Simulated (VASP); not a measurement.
Set up this calculation in VASP 6.6.1, as the native input.

| Property | Result |
| --- | --- |
| Task | single point |
| Functional | r2SCAN |
| Potentials or basis | VASP PAW PBE potentials, release 64 (Sc_sv, Al) |
| Cutoff | 520 eV |
| k mesh | 5 × 5 × 5 |
| Occupations | fermi-dirac, width 0.1 eV |
| Spin | no spin polarisation |
| Dipole correction | no |
| Further INCAR settings | ALGO = Normal; EDIFF = 1e-06; NBANDS = 26 |

ScAl2:

```
Sc Al
1.0
     0.00000    3.77765    3.77765
     3.77765    0.00000    3.77765
     3.77765    3.77765    0.00000
Sc Al
2 4
Cartesian
  3.7777 3.7777 3.7777
  5.6665 5.6665 5.6665
  0.9444 0.9444 0.9444
  0.9444 2.8332 2.8332
  2.8332 0.9444 2.8332
  2.8332 2.8332 0.9444
```

The input as run:

POSCAR

```
ScAl2
1.0
    0.0000000000      3.7776526800      3.7776526800
    3.7776526800      0.0000000000      3.7776526800
    3.7776526800      3.7776526800      0.0000000000
Sc Al
2 4
Direct
    0.5000000000      0.5000000000      0.5000000000
    0.7500000013      0.7500000013      0.7500000013
    0.1250000000      0.1250000000      0.1250000000
    0.6250000000      0.1250000000      0.1250000000
    0.1250000000      0.6250000000      0.1250000000
    0.1250000000      0.1250000000      0.6250000000
```

INCAR.step1

```
SYSTEM = ScAl2
PREC = Accurate ; ENCUT = 520
ISMEAR = -1 ; SIGMA = 0.1
LREAL = .FALSE. ; LASPH = .TRUE.
NELM = 80 ; NBANDS = 26
GGA = PE ; ALGO = Normal
EDIFF = 1E-4 ; LWAVE = .TRUE.
LCHARG = .FALSE.
```

INCAR.step2

```
SYSTEM = ScAl2
PREC = Accurate ; ENCUT = 520
EDIFF = 1E-6 ; ISMEAR = -1
SIGMA = 0.1 ; LREAL = .FALSE.
LASPH = .TRUE. ; NELM = 80
ALGO = Normal ; ISIF = 2
LWAVE = .FALSE. ; LCHARG = .FALSE.
METAGGA = R2SCAN ; LMIXTAU = .TRUE.
NBANDS = 26 ; ISTART = 1
```

KPOINTS

```
regular mesh
0
G
  5 5 5
  0 0 0
```

Potentials or basis: VASP PAW PBE potentials, release 64 (Sc_sv, Al).

Launch:

```console
$ cat potpaw_PBE.64/Sc_sv/POTCAR potpaw_PBE.64/Al/POTCAR > POTCAR
$ cp INCAR.step1 INCAR
$ mpirun -np 1 vasp_std > vasp.out
$ cp INCAR.step2 INCAR
$ mpirun -np 1 vasp_std > vasp.out
```

Results of the run:

The pressure is 0.0 GPa and the band gap on the k mesh is zero (bands 17 and 18 overlap by 2.29 eV).

Caveat: the PAW data sets were made with another functional, which shifts forces and pressure a little.

Wall time 2.1 min on 1 thread of AMD EPYC 7R13 Processor (Zen 3) (shared host), peak memory 0.23 GiB.
